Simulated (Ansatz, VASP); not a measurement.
**Two plane-wave programs on SnSe2**

Contents of INCAR:

```
SYSTEM = SnSe2
PREC = Accurate
ENCUT = 520
EDIFF = 1E-7
ISMEAR = 1
SIGMA = 0.05
LREAL = .FALSE.
LASPH = .TRUE.
NELM = 100
ALGO = Normal
ISIF = 2
LWAVE = .FALSE.
LCHARG = .TRUE.
GGA = PE
LELF = .TRUE.
LVHAR = .TRUE.
NBANDS = 20
```

The input KPOINTS:

```
Automatic mesh
0
G
  6 6 6
  0 0 0
```

File POSCAR:

```
SnSe2
1.0
    1.8950116506      1.0940854866      6.0269119705
   -1.8950116506      1.0940854866      6.0269119705
    0.0000000000     -2.1881709732      6.0269119705
Sn Se
1 2
Direct
   -0.0002292479     -0.0002292479     -0.0002292479
    0.4278747020      0.4278747020      0.4278747020
    0.2390212128      0.2390212128      0.2390212128
```

Input for Ansatz:

```yaml
crystal:
  lattice:
    - [1.8950116506, 1.0940854866, 6.0269119705]
    - [-1.8950116506, 1.0940854866, 6.0269119705]
    - [0.0, -2.1881709732, 6.0269119705]
  atoms:
    - { symbol: Sn, position: [-0.0002292479, -0.0002292479, -0.0002292479] }
    - { symbol: Se, position: [0.427874702, 0.427874702, 0.427874702] }
    - { symbol: Se, position: [0.2390212128, 0.2390212128, 0.2390212128] }
kpoints:
  mp_grid: { grid: [6, 6, 6] }
hamiltonian:
  xc: pbe
scf:
  occupations: { method: methfessel_paxton, width: 0.05 }
  n_extra_bands: 4
output:
  forces: true
  stress: true
  eigenvalues: true
```

Alike in both runs: task single point; functional PBE; k mesh 6 × 6 × 6; occupations methfessel-paxton of order 1, width 0.05 eV; no spin polarisation.

|  | VASP | Ansatz |
| --- | --- | --- |
| version | VASP 6.6.1 | Ansatz 0.2.0 |
| potentials or method | VASP PAW PBE potentials, release 64 (Sn_d, Se) | plane waves |
| plane-wave cutoff (eV) | 520 | 420 |
| valence electrons in the cell | 26 | 46 |

|  | VASP | Ansatz | Ansatz less VASP |
| --- | --- | --- | --- |
| pressure (GPa) | 2.8 | 2.7 | -0.05 |
| traceless stress, the component that is largest in VASP (GPa) | -0.92 | -0.92 | 0.000 |
| rms of the force components (eV/Å) | 0.154 | 0.146 | -0.0073 |

Atom by atom the forces differ by 0.007 eV/Å (rms over components). VASP's potentials hold 26 valence electrons a cell and Ansatz's 46, so a difference there can come from the potentials and not from the codes.
